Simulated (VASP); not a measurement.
Input of a VASP 6.6.1 run:

File INCAR:

```
PREC     = Accurate       # precision mode
ENCUT    = 500            # plane-wave cutoff, eV
EDIFF    = 1E-6           # SCF threshold, eV
ISMEAR   = -1             # smearing method
SIGMA    = 0.03           # smearing width, eV
LREAL    = False          # projectors in reciprocal space
LASPH    = True           # aspherical terms in the spheres
NELM     = 120            # most SCF steps
ALGO     = Normal         # electronic algorithm
ISIF     = 2              # what is computed and relaxed
LWAVE    = False          # write WAVECAR
LCHARG   = False          # write CHGCAR
GGA      = PS             # functional
NBANDS   = 16             # bands
GGA_COMPAT= False
```

The input KPOINTS:

```
regular mesh
0
Gamma
  8 8 8
```

POSCAR

```
AgBr
1.0
    0.0000000000      2.8921694793      2.8921694793
    2.8921694793      0.0000000000      2.8921694793
    2.8921694793      2.8921694793      0.0000000000
Ag Br
1 1
Direct
    0.0000000000      0.0000000000      0.0000000000
    0.5000000000      0.5000000000      0.5000000000
```

Potentials or basis: VASP PAW PBE potentials, release 64 (Ag, Br).

The run is started by

```sh
$ cat potpaw_PBE.64/Ag/POTCAR potpaw_PBE.64/Br/POTCAR > POTCAR
$ mpirun -np 1 vasp_std > vasp.out
```

(1) What does it give for the pressure?

(2) What does it give for the band gap on the k mesh?

## Answers

(1) -2.6 GPa.

(2) 0.51 eV, indirect (least direct gap 2.38 eV).

Caveat: the PAW data sets were made with another functional, which shifts forces and pressure a little.
